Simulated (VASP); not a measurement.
Wanted: the native input for a VASP 6.6.1 run.

* Task: single point
* Functional: PBE
* Potentials or basis: VASP PAW PBE potentials, release 64 (Pt)
* Cutoff: 520 eV
* k mesh: 22 × 22 × 22
* Occupations: gaussian, width 0.15 eV
* Spin: no spin polarisation
* Dipole correction: no
* Further INCAR settings: ALGO = Fast; EDIFF = 1e-06; NBANDS = 11

The structure of Pt lies in POSCAR:

```
Pt
1.0
    0.0000000000      2.1702831140      1.8597156004
    2.1702831140      0.0000000000      1.8597156004
    2.1702831140      2.1702831140      0.0000000000
Pt
1
Direct
    0.0000000000      0.0000000000      0.0000000000
```

These files were run (other wordings do the same):

INCAR

```
ALGO     = Fast           # electronic algorithm
EDIFF    = 1E-6           # SCF threshold, eV
ENCUT    = 520            # plane-wave cutoff, eV
GGA      = PE             # functional
ISIF     = 2              # what is computed and relaxed
ISMEAR   = 0              # smearing method
LASPH    = T              # aspherical terms in the spheres
LCHARG   = F              # write CHGCAR
LREAL    = F              # projectors in reciprocal space
LWAVE    = F              # write WAVECAR
NBANDS   = 11             # bands
NELM     = 80             # most SCF steps
PREC     = Accurate       # precision mode
SIGMA    = 0.15           # smearing width, eV
```

KPOINTS

```
k-points
0
Gamma
  22 22 22
```

Potentials or basis: VASP PAW PBE potentials, release 64 (Pt).

The run is started by

```console
$ cat potpaw_PBE.64/Pt/POTCAR > POTCAR
$ mpirun -np 1 vasp_std > vasp.out
```

It gave:

```
Pressure               : -19.8 GPa
Band gap on the k mesh : zero (bands 5 and 6 overlap by 2.08 eV)
```

Caveat: the cell stands under tension; spin-orbit coupling is left out, which moves the levels of the heavy elements.

Run time: 54 s on 1 thread of Intel(R) Xeon(R) 6975P-C (Granite Rapids), with other jobs on the host, peak memory 0.28 GiB.
